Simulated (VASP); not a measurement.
Crystal: PtSe2.

```
Pt Se
1.0
     3.57839    0.00000    0.00000
    -1.78919    3.09897    0.00000
     0.00000    0.00000    5.27716
Pt Se
1 2
Direct
  0.00000 0.00000 0.00000
  0.33333 0.66667 0.25945
  0.66667 0.33333 0.74055
```

This cell differs from its parent crystal: biaxial xy strain -4.0%.

Base run:

- Program: VASP 6.6.1
- Functional: r2SCAN
- Potentials or basis: VASP PAW PBE potentials, release 64 (Pt, Se)
- Cutoff: 520 eV
- k mesh: 12 × 12 × 6
- Occupations: fermi-dirac, width 0.02 eV
- Spin: no spin polarisation

Its results: band gap on the k mesh zero (bands 11 and 12 overlap by 0.18 eV); pressure 10.2 GPa; largest force 0.014 eV/Å.

Task: The run is repeated on the same cell with these changes: functional from r2SCAN to PBE; further incar settings from ALGO = Normal; EDIFF = 1e-07; NBANDS = 18 to ALGO = Normal; EDIFF = 1e-06; NBANDS = 18. What comes out?

Result: Band gap on the k mesh zero (bands 11 and 12 overlap by 0.33 eV); pressure 12.4 GPa; largest force 0.282 eV/Å.

Caveats: spin-orbit coupling is left out, which moves the levels of the heavy elements; the stress differs along the axes, from 5 to 13 GPa (at least some runs); the PAW data sets were made with another functional, which shifts forces and pressure a little (at least some runs); the stress differs along the axes, from 6 to 15 GPa (at least some runs).
